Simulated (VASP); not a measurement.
Wanted: the native input for a VASP 6.6.1 run.

```
Task                   : single point
Functional             : PBE
Potentials or basis    : VASP PAW PBE potentials, release 64 (Ru_pv, Pt)
Cutoff                 : 520 eV
k mesh                 : 3 × 3 × 4
Occupations            : gaussian, width 0.1 eV
Spin                   : no spin polarisation
Dipole correction      : no
Further INCAR settings : ALGO = Normal; EDIFF = 1e-07; NBANDS = 54
```

The structure of RuPt3 lies in POSCAR:

```
RuPt3
1.0
    6.1037655100      0.0000000000      0.0000000000
   -3.0518827600      5.2860159900      0.0000000000
    0.0000000000      0.0000000000      5.0973913500
Ru Pt
2 6
Direct
    0.0000000000      0.0000000000      0.5000000000
    0.0000000000      0.0000000000      0.0000000000
    0.0000000000      0.2451453500      0.2500000000
    0.7548546500      0.0000000000      0.7500000000
    0.2451453500      0.2451453500      0.7500000000
    0.7548546500      0.7548546500      0.2500000000
    0.0000000000      0.7548546500      0.7500000000
    0.2451453500      0.0000000000      0.2500000000
```

The cell was generated, and may not be a known phase.

The input as run:

INCAR

```
ALGO     = Normal         # electronic algorithm
EDIFF    = 1E-7           # SCF threshold, eV
ENCUT    = 520            # plane-wave cutoff, eV
GGA      = PE             # functional
ISIF     = 2              # what is computed and relaxed
ISMEAR   = 0              # smearing method
LASPH    = True           # aspherical terms in the spheres
LCHARG   = False          # write CHGCAR
LREAL    = False          # projectors in reciprocal space
LWAVE    = False          # write WAVECAR
NBANDS   = 54             # bands
NELM     = 60             # most SCF steps
PREC     = Accurate       # precision mode
SIGMA    = 0.1            # smearing width, eV
```

KPOINTS

```
k-points
0
Gamma
  3 3 4
```

Potentials or basis: VASP PAW PBE potentials, release 64 (Ru_pv, Pt).

The run is started by

```console
$ cat potpaw_PBE.64/Ru_pv/POTCAR potpaw_PBE.64/Pt/POTCAR > POTCAR
$ mpirun -np 1 vasp_std > vasp.out
```

Results of the run:

The pressure is 169.7 GPa. The largest force is 35.008 eV/Å. The band gap on the k mesh is zero (bands 44 and 45 overlap by 0.56 eV).

Caveat: the k points lie up to 0.40 Å⁻¹ apart, too coarse for converged energies and pressures of a metal; atoms lie so close that the PAW spheres overlap strongly, which falsifies energies and pressures; spin-orbit coupling is left out, which moves the levels of the heavy elements; forces of over 1 eV/Å act on the atoms, so gaps and moduli don't describe the material at rest.

Wall time 2.6 min on 1 thread of Intel Xeon 8259CL (shared host), peak memory 0.32 GiB.
